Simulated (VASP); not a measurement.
# AlCr2C (P6_3/mmc) in VASP: further runs

Runs on AlCr2C. Level: PBEsol. Tasks: single point.

Program: VASP 6.6.1. These are calculated values, not measurements. Logs are shortened: lines on timing, memory, paths and dates and some standing lists are left out, and cuts for length are marked.

### Step 1. The cell of the first run

The structure is hexagonal, space group P6_3/mmc (No. 194). The conventional cell has a = 2.690 Å, b = 2.690 Å, c = 12.114 Å, α = 90.00°, β = 90.00°, γ = 120.00°. Al (site symmetry -6m2) has 6 Cr at 2.49 Å and 6 Al at 2.69 Å within 3.3 Å. Within 2.5 Å of Cr (site symmetry 3m) lie 3 C at 1.89 Å and 3 Al at 2.49 Å. Within 2.5 Å of C (site symmetry -3m) lie 6 Cr at 1.89 Å.

### Step 2. Single point, PBEsol (volume scaled by 0.88, then relaxed in part)

The input, INCAR:

```
PREC = Accurate
ENCUT = 520
EDIFF = 1E-6
ISMEAR = 0
SIGMA = 0.1
LREAL = False
LASPH = True
NELM = 60
ALGO = Normal
ISIF = 2
LWAVE = False
LCHARG = True
GGA = PS
LELF = True
LVHAR = True
NBANDS = 41
```

The input, KPOINTS:

```
regular mesh
0
Gamma
  12 12 4
```

The input, POSCAR:

```
AlCr2C
1.0
    2.6900286696      0.0000000000      0.0000000000
   -1.3450143348      2.3296331648      0.0000000000
    0.0000000000      0.0000000000     12.1135604775
Al Cr C
2 4 2
Direct
    0.6666666667      0.3333333333      0.2500000000
    0.3333333333      0.6666666667      0.7500000000
    0.3333333333      0.6666666667      0.4111848947
    0.6666666667      0.3333333333      0.9111848947
    0.6666666667      0.3333333333      0.5888151053
    0.3333333333      0.6666666667      0.0888151053
    0.0000000000      0.0000000000      0.5000000000
    0.0000000000      0.0000000000      0.0000000000
```

Potentials or basis: VASP PAW PBE potentials, release 64 (Al, Cr_pv, C).

Launch:

```bash
cat potpaw_PBE.64/Al/POTCAR potpaw_PBE.64/Cr_pv/POTCAR potpaw_PBE.64/C/POTCAR > POTCAR
mpirun -np 1 vasp_std > vasp.out
```

OUTCAR:

```text
PREC = Accurate
   ENCUT = 520
   EDIFF = 1E-6
   ISMEAR = 0
   LREAL = False
   LASPH = True
   NELM = 60
   ISIF = 2
   GGA = PS

 ion  position               nearest neighbor table
   1  0.667  0.333  0.250-   3 2.49   6 2.49   3 2.49   6 2.49   3 2.49   6 2.49
   2  0.333  0.667  0.750-   4 2.49   5 2.49   4 2.49   5 2.49   4 2.49   5 2.49
   3  0.333  0.667  0.411-   7 1.89   7 1.89   7 1.89   1 2.49   1 2.49   1 2.49   5 2.65   5 2.65
                             5 2.65
   4  0.667  0.333  0.911-   8 1.89   8 1.89   8 1.89   2 2.49   2 2.49   2 2.49   6 2.65   6 2.65
                             6 2.65
   5  0.667  0.333  0.589-   7 1.89   7 1.89   7 1.89   2 2.49   2 2.49   2 2.49   3 2.65   3 2.65
                             3 2.65
   6  0.333  0.667  0.089-   8 1.89   8 1.89   8 1.89   1 2.49   1 2.49   1 2.49   4 2.65   4 2.65
                             4 2.65
   7  0.000  0.000  0.500-   3 1.89   5 1.89   5 1.89   3 1.89   5 1.89   3 1.89
   8  0.000  0.000  0.000-   4 1.89   6 1.89   4 1.89   6 1.89   4 1.89   6 1.89

  LATTYP: Found a hexagonal cell.
 ALAT       =     2.6900286696
 C/A-ratio  =     4.5031343399

  Lattice vectors:

 A1 = (   2.6900286696,   0.0000000000,   0.0000000000)
 A2 = (  -1.3450143348,   2.3296331648,   0.0000000000)
 A3 = (   0.0000000000,   0.0000000000,  12.1135604775)

Analysis of symmetry for initial positions (statically):
=====================================================================
 Subroutine PRICEL returns:
 Original cell was already a primitive cell.

 Routine SETGRP: Setting up the symmetry group for a
 hexagonal supercell.

 Subroutine GETGRP returns: Found 24 space group operations
 (whereof 12 operations were pure point group operations)
 out of a pool of 24 trial point group operations.

The static configuration has the point symmetry D_3d.
 The point group associated with its full space group is D_6h.

Analysis of symmetry for dynamics (positions and initial velocities):
=====================================================================
 Subroutine PRICEL returns:
 Original cell was already a primitive cell.

 Routine SETGRP: Setting up the symmetry group for a
 hexagonal supercell.

 Subroutine GETGRP returns: Found 24 space group operations
 (whereof 12 operations were pure point group operations)
 out of a pool of 24 trial point group operations.

The dynamic configuration has the point symmetry D_3d.
 The point group associated with its full space group is D_6h.

 Subroutine INISYM returns: Found 24 space group operations
 (whereof 12 operations are pure point group operations),
 and found     1 'primitive' translations

----------------------------------------------------------------------------------------

                                     Primitive cell

  volume of cell :      75.9130

  direct lattice vectors                    reciprocal lattice vectors
     2.690028670  0.000000000  0.000000000     0.371743250  0.214626065  0.000000000
    -1.345014335  2.329633165  0.000000000     0.000000000  0.429252131  0.000000000
     0.000000000  0.000000000 12.113560478     0.000000000  0.000000000  0.082552112

  length of vectors
     2.690028670  2.690028670 12.113560478     0.429252131  0.429252131  0.082552112

  position of ions in fractional coordinates (direct lattice)
     0.666666667  0.333333333  0.250000000
     0.333333333  0.666666667  0.750000000
     0.333333333  0.666666667  0.411184895
     0.666666667  0.333333333  0.911184895
     0.666666667  0.333333333  0.588815105
     0.333333333  0.666666667  0.088815105
     0.000000000  0.000000000  0.500000000
     0.000000000  0.000000000  0.000000000

  ion indices of the primitive-cell ions
   primitive index   ion index
                 1           1
                 2           2
                 3           3
                 4           4
                 5           5
                 6           6
                 7           7
                 8           8

----------------------------------------------------------------------------------------

 KPOINTS: regular mesh

Automatic generation of k-mesh.
 Grid dimensions read from file:
 generate k-points for:   12   12    4

 Generating k-lattice:

  Cartesian coordinates                     Fractional coordinates (reciprocal lattice)
     0.030978604  0.017885505  0.000000000     0.083333333  0.000000000  0.000000000
     0.000000000  0.035771011  0.000000000     0.000000000  0.083333333  0.000000000
     0.000000000  0.000000000  0.020638028     0.000000000  0.000000000  0.250000000

  Length of vectors
     0.035771011  0.035771011  0.020638028

  Shift w.r.t. Gamma in fractional coordinates (k-lattice)
     0.000000000  0.000000000  0.000000000

 Subroutine IBZKPT returns following result:
 ===========================================

 Found     57 irreducible k-points:

 Following reciprocal coordinates:
            Coordinates               Weight
  0.000000  0.000000  0.000000      1.000000
  0.083333  0.000000  0.000000      6.000000
  0.166667  0.000000  0.000000      6.000000
  0.250000  0.000000  0.000000      6.000000
  0.333333  0.000000  0.000000      6.000000
  0.416667  0.000000  0.000000      6.000000
[... 16 lines left out ...]
  0.250000  0.000000  0.250000     12.000000
  0.333333  0.000000  0.250000     12.000000
 [... further k-points ...]
   k-points           NKPTS =     57   k-points in BZ     NKDIM =     57   number of bands    NBANDS=     41
   number of dos      NEDOS =    301   number of ions     NIONS =      8
   total plane-waves  NPLWV =  36000
   dimension x,y,z NGX =    20 NGY =   20 NGZ =   90
   dimension x,y,z NGXF=    40 NGYF=   40 NGZF=  180
   ions per type =               2   4   2
   NGX,Y,Z   is equivalent  to a cutoff of  12.36, 12.36, 12.35 a.u.
   NGXF,Y,Z  is equivalent  to a cutoff of  24.72, 24.72, 24.70 a.u.
 SYSTEM =  unknown system
   PREC   = accura    normal or accurate (medium, high low for compatibility)
   ISTART =      0    job   : 0-new  1-cont  2-samecut
   ICHARG =      2    charge: 1-file 2-atom 10-const
   ISPIN  =      1    spin polarized calculation?
   LNONCOLLINEAR =      F non collinear calculations
   LSORBIT =      F    spin-orbit coupling
   LASPH  =      T    aspherical Exc in radial PAW
   ENCUT  =  520.0 eV  38.22 Ry    6.18 a.u.   5.00  5.00 22.52*2*pi/ulx,y,z
   NELM   =     60;   NELMIN=  2; NELMDL= -5     # of ELM steps
   EDIFF  = 0.1E-05   stopping-criterion for ELM
   LREAL  =      F    real-space projection
   EDIFFG = 0.1E-04   stopping-criterion for IOM
   NSW    =      0    number of steps for IOM
   IBRION =     -1    ionic relax: 0-MD 1-quasi-New 2-CG
   NFREE  =      0    steps in history (QN), initial steepest desc. (CG)
   ISIF   =      2    stress and relaxation
   ISYM   =      2    0-nonsym 1-usesym 2-fastsym
   POTIM  = 0.5000    time-step for ionic-motion
   TEBEG  =    0.0;   TEEND  =   0.0 temperature during run
   PSTRESS=    0.0 pullay stress
   NELECT =      62.0000    total number of electrons
   NUPDOWN=      -1.0000    fix difference up-down
   EMIN   =  10.00;   EMAX   =-10.00  energy-range for DOS
   EFERMI =   0.00;   METHOD = LEGACY
   ISMEAR =     0;   SIGMA  =   0.10  broadening in eV -4-tet -1-fermi 0-gaus
   EFERMI_NEDOS =   21; number of points for ismear=-14 and -15
   IALGO  =     38    algorithm
   IMIX   =      4    mixing-type and parameters
     AMIX     =   0.40;   BMIX     =  1.00
     AMIX_MAG =   1.60;   BMIX_MAG =  1.00
  volume/ion in A,a.u.               =       9.49        64.04
  Fermi-wavevector in a.u.,A,eV,Ry     =   1.530265  2.891782 31.860911  2.341711
  Thomas-Fermi vector in A             =   2.637772
   LORBIT       =      0    0 simple, 1 ext, 2 COOP (PROOUT), +10 PAW based schemes
   GGA     = PS    functional components
   LHFCALC =     F    Hartree Fock is set to
   AEXX    =    0.0000 exact exchange contribution
   IVDW    =     0    specifies the selected vdW correction
   LEPSILON=     F    determine dielectric tensor
   LRPA    =     F    only Hartree local field effects (RPA)
 non-spin polarized calculation
 Gauss-broadening in eV      SIGMA  =   0.10
  energy-cutoff  :      520.00
  volume of cell :       75.91
 maximum number of plane-waves:      2085
 NGX is ok and might be reduce to    20
   NGX =  9   NGY =  9   NGZ = 45

 number of electron      61.9999978 magnetization

 Free energy of the ion-electron system (eV)
  ---------------------------------------------------
  ext. energy  EPLUGINS =         0.00000000
  ---------------------------------------------------
  free energy    TOTEN  =       -69.28571367 eV

  energy without entropy =      -69.26150553  energy(sigma->0) =      -69.27360960

 E-fermi :  11.9183     XC(G=0): -13.4141

 val. band max:       11.9167258972   @ k =   0.3333   0.0000   0.5000
 cond. band min:      11.9376083617   @ k =   0.3333   0.0833   0.0000
 fundamental gap:      0.0208824645
 Fermi energy:        11.9183143905

 k-point     1 :       0.0000    0.0000    0.0000
  band No.  band energies     occupation
      1     -31.4146      2.00000
      2     -31.4101      2.00000
      3     -31.0220      2.00000
      4     -31.0173      2.00000
      5     -31.0055      2.00000
      6     -31.0055      2.00000
[... 33 lines left out ...]
     40      15.4311      0.00000
     41      17.9947      0.00000

 k-point     2 :       0.0833    0.0000    0.0000
  band No.  band energies     occupation
      1     -31.4064      2.00000
      2     -31.4022      2.00000
      3     -31.0541      2.00000
      4     -31.0524      2.00000
      5     -31.0162      2.00000
      6     -31.0161      2.00000
[... 33 lines left out ...]
     40      15.6844      0.00000
     41      17.7459      0.00000

 k-point     3 :       0.1667    0.0000    0.0000
  band No.  band energies     occupation
      1     -31.3867      2.00000
      2     -31.3831      2.00000
      3     -31.1453      2.00000
      4     -31.1443      2.00000
      5     -31.0688      2.00000
      6     -31.0681      2.00000
[... 33 lines left out ...]
     40      16.1832      0.00000
     41      17.1695      0.00000

 k-point     4 :       0.2500    0.0000    0.0000
  band No.  band energies     occupation
      1     -31.3764      2.00000
      2     -31.3743      2.00000
      3     -31.2653      2.00000
      4     -31.2642      2.00000
      5     -31.1538      2.00000
      6     -31.1521      2.00000
[... 825 lines left out ...]
     40      16.0184      0.00000
     41      17.2403      0.00000

 k-point    23 :       0.2500    0.0000    0.2500
  band No.  band energies     occupation
      1     -31.3761      2.00000
      2     -31.3746      2.00000
      3     -31.2651      2.00000
      4     -31.2644      2.00000
      5     -31.1535      2.00000
      6     -31.1524      2.00000
[... 33 lines left out ...]
     40      16.1577      0.00000
     41      16.5627      0.00000

 k-point    24 :       0.3333    0.0000    0.2500
  band No.  band energies     occupation
      1     -31.4242      2.00000
      2     -31.4236      2.00000
      3     -31.3702      2.00000
      4     -31.3695      2.00000
      5     -31.1868      2.00000
      6     -31.1850      2.00000
[... 33 lines left out ...]
     40      15.3539      0.00000
     41      16.0043      0.00000

 [... further k-points ...]
[... 5 lines left out ...]
  --------------------------------------------------------------------------------------
  -------------------------------------------------------------------------------------
  Total       16.2238263     16.2238263     16.1665327      0.0000000      0.0000000      0.0000000
  in kB      342.4109219    342.4109219    341.2017156      0.0000000      0.0000000      0.0000000
  external PRESSURE =     342.0078531 kB  Pullay stress =       0.0000000 kB

 VOLUME and BASIS-vectors are now :
 -----------------------------------------------------------------------------
  energy-cutoff  :      520.00
  volume of cell :       75.91
      direct lattice vectors                 reciprocal lattice vectors
     2.690028670  0.000000000  0.000000000     0.371743250  0.214626065  0.000000000
    -1.345014335  2.329633165  0.000000000     0.000000000  0.429252131  0.000000000
     0.000000000  0.000000000 12.113560478     0.000000000  0.000000000  0.082552112

 POSITION                                       TOTAL-FORCE (eV/Angst)
 -----------------------------------------------------------------------------------
      1.34501      0.77654      3.02839         0.000000     -0.000000     -0.000000
     -0.00000      1.55309      9.08517         0.000000      0.000000     -0.000000
     -0.00000      1.55309      4.98091        -0.000000     -0.000000     -0.051212
      1.34501      0.77654     11.03769         0.000000      0.000000     -0.051212
      1.34501      0.77654      7.13265         0.000000      0.000000      0.051212
     -0.00000      1.55309      1.07587        -0.000000      0.000000      0.051212
      0.00000      0.00000      6.05678         0.000000      0.000000     -0.000000
      0.00000      0.00000      0.00000         0.000000      0.000000     -0.000000
 -----------------------------------------------------------------------------------
    total drift:                               -0.000000      0.000000     -0.000000

  FREE ENERGIE OF THE ION-ELECTRON SYSTEM (eV)
  ---------------------------------------------------
  free  energy   TOTEN  =       -69.2857136715 eV

  energy  without entropy=      -69.2615055274  energy(sigma->0) =      -69.27360960
```

It took 2.8 min on 1 thread of Intel Xeon 6975P-C, shared host; peak memory 0.27 GiB.

Results:

```yaml
Free_energy: -69.2857 eV
Pressure: 34.2 GPa
Largest_force: 0.051 eV/Å
Band_gap_on_the_k_mesh: zero (band 31 reaches 12.40 eV, above the bottom of band 32 at 11.42 eV)
```

Forces on the atoms (eV/Å):
```
Al   0.000  0.000  0.000
Al   0.000  0.000  0.000
Cr   0.000  0.000 -0.051
Cr   0.000  0.000 -0.051
Cr   0.000  0.000  0.051
Cr   0.000  0.000  0.051
C    0.000  0.000  0.000
C    0.000  0.000  0.000
```

Caveat: the PAW data sets were made with another functional, which shifts forces and pressure a little. Spin polarisation is off, so any magnetic state and its effect on volume and gap are missing.

### Step 3. Single point, PBEsol (volume scaled by 0.91, then relaxed in part)

The input, INCAR:

```
SYSTEM = AlCr2C
  PREC = Accurate
  ENCUT = 520
  EDIFF = 1E-6
  ISMEAR = 0
  SIGMA = 0.1
  LREAL = .FALSE.
  LASPH = .TRUE.
  NELM = 80
  ALGO = Normal
  ISIF = 2
  LWAVE = .FALSE.
  LCHARG = .FALSE.
  GGA = PS
  NBANDS = 41
```

The input, KPOINTS:

```
regular mesh
0
G
  12 12 4
  0 0 0
```

The input, POSCAR:

```
AlCr2C
1.0
    2.7224990855      0.0000000000      0.0000000000
   -1.3612495427      2.3577533698      0.0000000000
    0.0000000000      0.0000000000     12.2295045856
Al Cr C
2 4 2
Direct
    0.6666666667      0.3333333333      0.2500000000
    0.3333333333      0.6666666667      0.7500000000
    0.3333333333      0.6666666667      0.4122643578
    0.6666666667      0.3333333333      0.9122643578
    0.6666666667      0.3333333333      0.5877356422
    0.3333333333      0.6666666667      0.0877356422
    0.0000000000      0.0000000000      0.5000000000
    0.0000000000      0.0000000000      0.0000000000
```

Potentials or basis: VASP PAW PBE potentials, release 64 (Al, Cr_pv, C).

Launch:

```bash
cat potpaw_PBE.64/Al/POTCAR potpaw_PBE.64/Cr_pv/POTCAR potpaw_PBE.64/C/POTCAR > POTCAR
mpirun -np 1 vasp_std > vasp.out
```

It took 2.9 min on 1 thread of Intel Xeon 6975P-C, shared host; peak memory 0.28 GiB.

The run converged. Its results:

```yaml
Free_energy: -69.7478 eV
Pressure: 23.5 GPa
Largest_force: 0.047 eV/Å
Band_gap_on_the_k_mesh: zero (band 31 reaches 11.91 eV, above the bottom of band 32 at 10.96 eV)
```

Forces in eV/Å, atoms in the order of the input:
```
Al   0.000  0.000  0.000
Al   0.000  0.000  0.000
Cr   0.000  0.000 -0.047
Cr   0.000  0.000 -0.047
Cr   0.000  0.000  0.047
Cr   0.000  0.000  0.047
C    0.000  0.000  0.000
C    0.000  0.000  0.000
```

Stress tensor (GPa, compression positive):
```
23.54  0.00  0.00
 0.00 23.54  0.00
 0.00  0.00 23.39
```

Levels at points of the mesh, in eV from the Fermi level:
| k point | band 26 | band 27 | band 28 | band 29 | band 30 | band 31 | band 32 | band 33 | band 34 | band 35 |
| --- | --- | --- | --- | --- | --- | --- | --- | --- | --- | --- |
| (0.00, 0.00, 0.00) | -1.51 | -1.16 | -1.16 | -1.14 | -1.14 | -0.21 | -0.21 | -0.17 | -0.17 | 0.61 |
| (0.50, 0.00, 0.00) | -3.49 | -2.19 | -2.14 | 0.16 | 0.30 | 0.44 | 0.49 | 1.11 | 1.13 | 1.30 |
| (0.00, 0.00, 0.50) | -1.66 | -1.15 | -1.15 | -1.15 | -1.15 | -0.19 | -0.19 | -0.19 | -0.19 | 0.64 |
| (0.50, 0.00, 0.50) | -3.49 | -2.15 | -2.15 | 0.34 | 0.34 | 0.37 | 0.37 | 1.12 | 1.12 | 1.48 |

Caveat: the PAW data sets were made with another functional, which shifts forces and pressure a little.
